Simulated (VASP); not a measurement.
# ScAl (Pm-3m) in VASP: a series of runs

Runs on ScAl. Level: r2SCAN. Tasks: single point, relaxation of cell and atoms.

Program: VASP 6.6.1. These are calculated values, not measurements. Logs are shortened: lines on timing, memory, paths and dates and some standing lists are left out, and cuts for length are marked.

## Step 1: The cell of the first run

It takes space group Pm-3m (No. 221, cubic). The conventional cell has a = 2.955 Å, b = 2.955 Å, c = 2.955 Å, α = 90.00°, β = 90.00°, γ = 90.00°. Within 3.4 Å of Sc (site symmetry m-3m) lie 8 Al at 2.56 Å and 6 Sc at 2.95 Å. Al (site symmetry m-3m) has 8 Sc at 2.56 Å and 6 Al at 2.95 Å within 3.4 Å.

## Step 2: Single point, r2SCAN

POSCAR reads:

```
ScAl
1.0
    2.9545390125      0.0000000000      0.0000000000
    0.0000000000      2.9545390125      0.0000000000
    0.0000000000      0.0000000000      2.9545390125
Sc Al
1 1
Direct
    0.5000000000      0.5000000000      0.5000000000
    0.0000000000      0.0000000000      0.0000000000
```

INCAR.step1 reads:

```
  PREC = Accurate
  ENCUT = 520
  ISMEAR = 0
  SIGMA = 0.1
  LREAL = F
  LASPH = T
  NELM = 100
  NBANDS = 14
  GGA = PE
  ALGO = Normal
  EDIFF = 1E-4
  LWAVE = T
  LCHARG = F
```

INCAR.step2 reads:

```
  PREC = Accurate
  ENCUT = 520
  EDIFF = 1E-6
  ISMEAR = 0
  SIGMA = 0.1
  LREAL = F
  LASPH = T
  NELM = 100
  ALGO = Normal
  ISIF = 2
  LWAVE = F
  LCHARG = T
  METAGGA = R2SCAN
  LMIXTAU = T
  LELF = T
  LVHAR = T
  NBANDS = 14
  ISTART = 1
```

KPOINTS reads:

```
regular mesh
0
Gamma
  1 1 1
```

Potentials or basis: VASP PAW PBE potentials, release 64 (Sc_sv, Al).

Run with:

```console
$ cat potpaw_PBE.64/Sc_sv/POTCAR potpaw_PBE.64/Al/POTCAR > POTCAR
$ cp INCAR.step1 INCAR
$ mpirun -np 1 vasp_gam > vasp.out
$ cp INCAR.step2 INCAR
$ mpirun -np 1 vasp_gam > vasp.out
```

OUTCAR:

```text
PREC = Accurate
   ENCUT = 520
   EDIFF = 1E-6
   ISMEAR = 0
   LREAL = F
   LASPH = T
   NELM = 100
   ISIF = 2
   METAGGA = R2SCAN
   ISTART = 1

 ion  position               nearest neighbor table
   1  0.500  0.500  0.500-   2 2.56   2 2.56   2 2.56   2 2.56   2 2.56   2 2.56   2 2.56   2 2.56

   2  0.000  0.000  0.000-   1 2.56   1 2.56   1 2.56   1 2.56   1 2.56   1 2.56   1 2.56   1 2.56

  LATTYP: Found a simple cubic cell.
 ALAT       =     2.9545390125

  Lattice vectors:

 A1 = (   2.9545390125,   0.0000000000,   0.0000000000)
 A2 = (   0.0000000000,   2.9545390125,   0.0000000000)
 A3 = (   0.0000000000,   0.0000000000,   2.9545390125)

Analysis of symmetry for initial positions (statically):
=====================================================================
 Subroutine PRICEL returns:
 Original cell was already a primitive cell.

 Routine SETGRP: Setting up the symmetry group for a
 simple cubic supercell.

 Subroutine GETGRP returns: Found 48 space group operations
 (whereof 48 operations were pure point group operations)
 out of a pool of 48 trial point group operations.

The static configuration has the point symmetry O_h .

Analysis of symmetry for dynamics (positions and initial velocities):
=====================================================================
 Subroutine PRICEL returns:
 Original cell was already a primitive cell.

 Routine SETGRP: Setting up the symmetry group for a
 simple cubic supercell.

 Subroutine GETGRP returns: Found 48 space group operations
 (whereof 48 operations were pure point group operations)
 out of a pool of 48 trial point group operations.

The dynamic configuration has the point symmetry O_h .

 Subroutine INISYM returns: Found 48 space group operations
 (whereof 48 operations are pure point group operations),
 and found     1 'primitive' translations

----------------------------------------------------------------------------------------

                                     Primitive cell

  volume of cell :      25.7911

  direct lattice vectors                    reciprocal lattice vectors
     2.954539013  0.000000000  0.000000000     0.338462276  0.000000000  0.000000000
     0.000000000  2.954539013  0.000000000     0.000000000  0.338462276  0.000000000
     0.000000000  0.000000000  2.954539013     0.000000000  0.000000000  0.338462276

  length of vectors
     2.954539013  2.954539013  2.954539013     0.338462276  0.338462276  0.338462276

  position of ions in fractional coordinates (direct lattice)
     0.500000000  0.500000000  0.500000000
     0.000000000  0.000000000  0.000000000

  ion indices of the primitive-cell ions
   primitive index   ion index
                 1           1
                 2           2

----------------------------------------------------------------------------------------

 KPOINTS: regular mesh

Automatic generation of k-mesh.
 Grid dimensions read from file:
 generate k-points for:    1    1    1

 Generating k-lattice:

  Cartesian coordinates                     Fractional coordinates (reciprocal lattice)
     0.338462276  0.000000000  0.000000000     1.000000000  0.000000000  0.000000000
     0.000000000  0.338462276  0.000000000     0.000000000  1.000000000  0.000000000
     0.000000000  0.000000000  0.338462276     0.000000000  0.000000000  1.000000000

  Length of vectors
     0.338462276  0.338462276  0.338462276

  Shift w.r.t. Gamma in fractional coordinates (k-lattice)
     0.000000000  0.000000000  0.000000000

 Subroutine IBZKPT returns following result:
 ===========================================

 Found      1 irreducible k-points:

 Following reciprocal coordinates:
            Coordinates               Weight
  0.000000  0.000000  0.000000      1.000000
   k-points           NKPTS =      1   k-points in BZ     NKDIM =      1   number of bands    NBANDS=     14
   number of dos      NEDOS =    301   number of ions     NIONS =      2
   total plane-waves  NPLWV =  13824
   dimension x,y,z NGX =    24 NGY =   24 NGZ =   24
   dimension x,y,z NGXF=    48 NGYF=   48 NGZF=   48
   ions per type =               1   1
   NGX,Y,Z   is equivalent  to a cutoff of  13.50, 13.50, 13.50 a.u.
   NGXF,Y,Z  is equivalent  to a cutoff of  27.01, 27.01, 27.01 a.u.
 SYSTEM =  unknown system
   PREC   = accura    normal or accurate (medium, high low for compatibility)
   ISTART =      1    job   : 0-new  1-cont  2-samecut
   ICHARG =      0    charge: 1-file 2-atom 10-const
   ISPIN  =      1    spin polarized calculation?
   LNONCOLLINEAR =      F non collinear calculations
   LSORBIT =      F    spin-orbit coupling
   LASPH  =      T    aspherical Exc in radial PAW
   ENCUT  =  520.0 eV  38.22 Ry    6.18 a.u.   5.49  5.49  5.49*2*pi/ulx,y,z
   NELM   =    100;   NELMIN=  2; NELMDL=  0     # of ELM steps
   EDIFF  = 0.1E-05   stopping-criterion for ELM
   LREAL  =      F    real-space projection
   EDIFFG = 0.1E-04   stopping-criterion for IOM
   NSW    =      0    number of steps for IOM
   IBRION =     -1    ionic relax: 0-MD 1-quasi-New 2-CG
   NFREE  =      0    steps in history (QN), initial steepest desc. (CG)
   ISIF   =      2    stress and relaxation
   ISYM   =      2    0-nonsym 1-usesym 2-fastsym
   POTIM  = 0.5000    time-step for ionic-motion
   TEBEG  =    0.0;   TEEND  =   0.0 temperature during run
   PSTRESS=    0.0 pullay stress
   NELECT =      14.0000    total number of electrons
   NUPDOWN=      -1.0000    fix difference up-down
   EMIN   =  10.00;   EMAX   =-10.00  energy-range for DOS
   EFERMI =   0.00;   METHOD = LEGACY
   ISMEAR =     0;   SIGMA  =   0.10  broadening in eV -4-tet -1-fermi 0-gaus
   EFERMI_NEDOS =   21; number of points for ismear=-14 and -15
   IALGO  =     38    algorithm
   IMIX   =      4    mixing-type and parameters
     AMIX     =   0.40;   BMIX     =  1.00
     AMIX_MAG =   1.60;   BMIX_MAG =  1.00
  volume/ion in A,a.u.               =      12.90        87.02
  Fermi-wavevector in a.u.,A,eV,Ry     =   1.335450  2.523635 24.265010  1.783428
  Thomas-Fermi vector in A             =   2.464154
   LORBIT       =      0    0 simple, 1 ext, 2 COOP (PROOUT), +10 PAW based schemes
   METAGGA = R2SCAN    functional components
   LHFCALC =     F    Hartree Fock is set to
   AEXX    =    0.0000 exact exchange contribution
   IVDW    =     0    specifies the selected vdW correction
   LEPSILON=     F    determine dielectric tensor
   LRPA    =     F    only Hartree local field effects (RPA)
 non-spin polarized calculation
 Gauss-broadening in eV      SIGMA  =   0.10
  energy-cutoff  :      520.00
  volume of cell :       25.79
 maximum number of plane-waves:       370
 NGX is ok and might be reduce to    24
   NGX = 11   NGY = 11   NGZ = 11

 number of electron      13.9999994 magnetization

 Free energy of the ion-electron system (eV)
  ---------------------------------------------------
  ext. energy  EPLUGINS =         0.00000000
  ---------------------------------------------------
  free energy    TOTEN  =       -19.86552307 eV

  energy without entropy =      -19.86552307  energy(sigma->0) =      -19.86552307

 E-fermi :   9.0125     XC(G=0): -12.6142

 val. band max:        8.5386703134   @ k =   0.0000   0.0000   0.0000
 cond. band min:      15.7751876468   @ k =   0.0000   0.0000   0.0000
 fundamental gap:      7.2365173334
 Fermi energy:         9.0125446632

 k-point     1 :       0.0000    0.0000    0.0000
  band No.  band energies     occupation
      1     -38.3787      2.00000
      2     -16.0128      2.00000
      3     -16.0127      2.00000
      4     -16.0127      2.00000
      5      -0.8784      2.00000
      6       8.5384      2.00000
      7       8.5387      2.00000
      8      15.7752      0.00000
      9      15.7752      0.00000
     10      15.7752      0.00000
     11      15.9441      0.00000
     12      15.9442      0.00000
     13      15.9442      0.00000
     14      21.3237      0.00000

------------------------ aborting loop because EDIFF is reached ----------------------------------------

  FORCE on cell =-STRESS in cart. coord.  units (eV):
  Direction    XX          YY          ZZ          XY          YZ          ZX
  --------------------------------------------------------------------------------------
  -------------------------------------------------------------------------------------
  Total       -0.0957980     -0.0957980     -0.0957980      0.0000000      0.0000000      0.0000000
  in kB       -5.9511060     -5.9511060     -5.9511060      0.0000000      0.0000000      0.0000000
  external PRESSURE =      -5.9511060 kB  Pullay stress =       0.0000000 kB

 VOLUME and BASIS-vectors are now :
 -----------------------------------------------------------------------------
  energy-cutoff  :      520.00
  volume of cell :       25.79
      direct lattice vectors                 reciprocal lattice vectors
     2.954539013  0.000000000  0.000000000     0.338462276  0.000000000  0.000000000
     0.000000000  2.954539013  0.000000000     0.000000000  0.338462276  0.000000000
     0.000000000  0.000000000  2.954539013     0.000000000  0.000000000  0.338462276

 POSITION                                       TOTAL-FORCE (eV/Angst)
 -----------------------------------------------------------------------------------
      1.47727      1.47727      1.47727         0.000000      0.000000      0.000000
      0.00000      0.00000      0.00000         0.000000      0.000000      0.000000
 -----------------------------------------------------------------------------------
    total drift:                                0.000000     -0.000000     -0.000000

  FREE ENERGIE OF THE ION-ELECTRON SYSTEM (eV)
  ---------------------------------------------------
  free  energy   TOTEN  =       -19.8655230726 eV

  energy  without entropy=      -19.8655230726  energy(sigma->0) =      -19.86552307
```

It took 11 s on 1 thread of Intel Xeon Platinum 8488C (Sapphire Rapids), shared host; peak memory 0.13 GiB.

Results:

```
Free energy            : -19.8655 eV
Pressure               : -0.6 GPa
Band gap on the k mesh : 7.24 eV
```

Levels at points of the mesh, in eV from the valence-band top:
| k point | band 3 | band 4 | band 5 | band 6 | band 7 | band 8 | band 9 | band 10 | band 11 | band 12 |
| --- | --- | --- | --- | --- | --- | --- | --- | --- | --- | --- |
| (0.00, 0.00, 0.00) | -24.55 | -24.55 | -9.42 | 0.00 | 0.00 | 7.24 | 7.24 | 7.24 | 7.41 | 7.41 |

Caveat: the k points lie up to 2.13 Å⁻¹ apart; the PAW data sets were made with another functional, which shifts forces and pressure a little. A k mesh can miss the band edges.

[end of part 1 of 2]
